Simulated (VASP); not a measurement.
# HfSn3S8: single point with PBE

The system is HfSn3S8.

```
Hf Sn S
1.0
    -0.05197   -0.01183    7.09754
     7.40054   -0.00171   -0.05562
    -3.70212    6.40819    0.01945
Hf Sn S
1 3 8
Direct
  0.99799 0.99995 0.00000
  0.00077 0.49993 0.50015
  0.00039 0.49989 0.99980
  0.00074 0.00027 0.50015
  0.20780 0.67296 0.83561
  0.20660 0.66990 0.33392
  0.20779 0.16850 0.83563
  0.20794 0.16840 0.33092
  0.79208 0.83094 0.66780
  0.79195 0.83113 0.16509
  0.79399 0.33001 0.66586
  0.79198 0.32811 0.16506
```

| Property | Result |
| --- | --- |
| Program | VASP 6.6.1 |
| Task | single point |
| Functional | PBE |
| Potentials or basis | VASP PAW PBE potentials, release 64 (Hf_pv, Sn_d, S) |
| Cutoff | 520 eV |
| k mesh | 2 × 3 × 3 |
| Occupations | gaussian, width 0.1 eV |
| Spin | no spin polarisation |

```
Pressure               : -0.2 GPa
Largest force          : 0.050 eV/Å
Band gap on the k mesh : 0.92 eV, indirect (least direct gap 0.96 eV)
```

Forces on the atoms (eV/Å):
```
Hf   0.000 -0.001  0.006
Sn  -0.002 -0.002 -0.002
Sn   0.001 -0.001  0.002
Sn   0.001 -0.001 -0.001
S    0.032  0.019 -0.029
S    0.000  0.000 -0.003
S   -0.033  0.018 -0.029
S   -0.001 -0.037 -0.031
S    0.001  0.042  0.028
S    0.033 -0.020  0.029
S    0.000  0.002  0.003
S   -0.034 -0.019  0.028
```

Levels at points of the mesh, in eV from the valence-band top:
```csv
k point,band 48,band 49,band 50,band 51,band 52,band 53
"(0.00, 0.00, 0.00)",-0.17,-0.04,-0.04,0.92,0.93,1.61
"(0.50, 0.00, 0.00)",-0.20,-0.04,-0.04,0.94,0.94,1.70
```

Wall time 9.1 min on 1 thread of Intel Xeon 8259CL, with other jobs on the host, peak memory 0.52 GiB.

Caveat: the k points lie up to 0.44 Å⁻¹ apart; spin-orbit coupling is left out, which moves the levels of the heavy elements. A k mesh can miss the band edges.
